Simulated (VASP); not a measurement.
Runs of VASP 6.6.1 on O. The structure is that of space group R-3m (No. 166), or close to it. The cells are those of the table. 

```csv
task,level,potentials or basis,cell,gap on the mesh (eV),pressure (GPa),largest force (eV/Å)
electric field gradients,LDA,"VASP PAW LDA potentials, release 64 (O)","a = 3.733 Å, angles 44.2°, 2 atoms",none,6.5,5.22
single point,PBEsol,"VASP PAW PBE potentials, release 64 (O)","a = 3.784 Å, angles 44.2°, 2 atoms",none,5.9,3.94
electric field gradients,revPBE,"VASP PAW PBE potentials, release 64 (O)","a = 3.733 Å, angles 44.2°, 2 atoms",none,18.3,6.21
single point,LDA,"VASP PAW LDA potentials, release 64 (O)","a = 3.784 Å, angles 44.2°, 2 atoms",none,1.5,3.52
electric field gradients,LDA,"VASP PAW LDA potentials, release 64 (O)","a = 3.784 Å, angles 44.2°, 2 atoms",none,1.5,3.52
single point,PBE,"VASP PAW PBE potentials, release 64 (O)","a = 3.784 Å, angles 44.2°, 2 atoms",none,(a),4.30
```

Alike in all rows: no spin polarisation; k mesh 10 × 10 × 10; cutoff (eV) 520; smearing fermi-dirac 0.02 eV.

Task: Fill in the values left out.

Result: (a) 9.3.

Caveats: the standard files for N, O and F lose accuracy on very short bonds; spin is off for a triplet molecule; the cell stands under pressure (at least some runs); forces of over 1 eV/Å act on the atoms, so gaps and moduli don't describe the material at rest (at least some runs); this functional lacks dispersion, which holds the molecules together, so the pressure and a relaxed volume are unreliable (at least some runs); the PAW data sets were made with another functional, which shifts forces and pressure a little (at least some runs).

A gap of «none» marks levels without a gap at the run's occupations.
